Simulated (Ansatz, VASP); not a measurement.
C in VASP and in Ansatz

```xyz
2
Lattice="0.0000 1.7834 1.7834 1.7834 0.0000 1.7834 1.7834 1.7834 0.0000" Properties=species:S:1:pos:R:3 pbc="T T T"
C     2.6751    2.6751    2.6751
C     1.7834    1.7834    1.7834
```

Alike in both runs: task single point; functional PBE; k mesh 10 × 10 × 10; occupations fermi-dirac, width 0.05 eV; no spin polarisation.

|  | VASP | Ansatz |
| --- | --- | --- |
| version | VASP 6.6.1 | Ansatz 0.2.0 |
| potentials or method | VASP PAW PBE potentials, release 64 (C), cutoff 520 eV | all-electron PAW datasets made for the crystal |

```csv
,VASP,Ansatz,Ansatz less VASP
gap on the k mesh at the Fermi level (eV),4.17,4.18,+0.009
least direct gap on the mesh (eV),5.59,5.60,+0.010
pressure (GPa),2.5,1.8,-0.71
```

Ansatz ran all-electron here, and VASP with PAW potentials.
